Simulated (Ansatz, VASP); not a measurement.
## Two plane-wave programs on Ta3S4Br

Contents of INCAR:

```
SYSTEM = Ta3S4Br
PREC     = Accurate       ! precision mode
ENCUT    = 600            ! plane-wave cutoff, eV
EDIFF    = 1E-6           ! SCF threshold, eV
ISMEAR   = 0              ! smearing method
SIGMA    = 0.1            ! smearing width, eV
LREAL    = .False.        ! projectors in reciprocal space
LASPH    = .True.         ! aspherical terms in the spheres
NELM     = 80             ! most SCF steps
ALGO     = Normal         ! electronic algorithm
ISIF     = 3              ! what is computed and relaxed
LWAVE    = .False.        ! write WAVECAR
LCHARG   = .False.        ! write CHGCAR
GGA      = PE             ! functional
IBRION   = 2              ! ionic algorithm
NSW      = 90             ! ionic steps
EDIFFG   = -0.04          ! ionic threshold
```

Contents of KPOINTS:

```
regular mesh
0
Gamma
  4 4 4
  0 0 0
```

Contents of POSCAR:

```
Ta3S4Br
1.0
    5.2633743200      0.0000000000      0.0000000000
    0.0000000000      5.2633743200      0.0000000000
    0.0000000000      0.0000000000      5.2633743200
Ta S Br
3 4 1
Direct
    0.0000000000      0.5000000000      0.5000000000
    0.5000000000      0.0000000000      0.5000000000
    0.5000000000      0.5000000000      0.0000000000
    0.5000000000      0.0000000000      0.0000000000
    0.5000000000      0.5000000000      0.5000000000
    0.0000000000      0.0000000000      0.5000000000
    0.0000000000      0.5000000000      0.0000000000
    0.0000000000      0.0000000000      0.0000000000
```

Input for Ansatz:

```yaml
crystal:
  lattice:
    - [5.26337432, 0.0, 0.0]
    - [0.0, 5.26337432, 0.0]
    - [0.0, 0.0, 5.26337432]
  atoms:
    - { symbol: Ta, position: [0.0, 0.5, 0.5] }
    - { symbol: Ta, position: [0.5, 0.0, 0.5] }
    - { symbol: Ta, position: [0.5, 0.5, 0.0] }
    - { symbol: S, position: [0.5, 0.0, 0.0] }
    - { symbol: S, position: [0.5, 0.5, 0.5] }
    - { symbol: S, position: [0.0, 0.0, 0.5] }
    - { symbol: S, position: [0.0, 0.5, 0.0] }
    - { symbol: Br, position: [0.0, 0.0, 0.0] }
basis:
  ecutwfc: 420
kpoints:
  mp_grid: { grid: [4, 4, 4] }
hamiltonian:
  xc: pbe
scf:
  occupations: { method: gaussian, width: 0.1 }
  lower_state_search: "off"
output:
  forces: true
  stress: true
  eigenvalues: true
relax:
  adjacent_minimum: "off"
  f_tol: 0.04
  max_steps: 70
  cell: { stress_tol: 0.4 }
```

Change from the starting cell: species swapped into the Mg3MnO4 type (Pm-3m, No. 221).

Alike in both runs: task relaxation of cell and atoms; functional PBE; k mesh 4 × 4 × 4; occupations gaussian, width 0.1 eV; no spin polarisation.

```csv
,VASP,Ansatz
version,VASP 6.6.1,Ansatz 0.2.0
potentials or method,"VASP PAW PBE potentials, release 64 (Ta_pv, S, Br), cutoff 600 eV","scalar-relativistic, plane waves, PAW"
valence electrons in the cell,64,70
```

Ansatz gave:

| Quantity | Value |
| --- | --- |
| gap on the k mesh at the Fermi level, each at its own relaxed structure (eV) | none |
| relaxed volume (Å³/atom) | 17.12 |
| relaxed length of the cell vector where the two differ most in proportion (Å) | 5.155 |

**Question.** What did VASP give for the same quantities?

**Answer.** gap on the k mesh at the Fermi level, each at its own relaxed structure (eV): none; relaxed volume (Å³/atom): 17.15; relaxed length of the cell vector where the two differ most in proportion (Å): 5.157.

A gap of «none» marks a metal or a gap that the smearing closes. VASP's potentials hold 64 valence electrons a cell and Ansatz's 70, so a difference there can come from the potentials and not from the codes.

Neither program's run includes spin-orbit coupling.
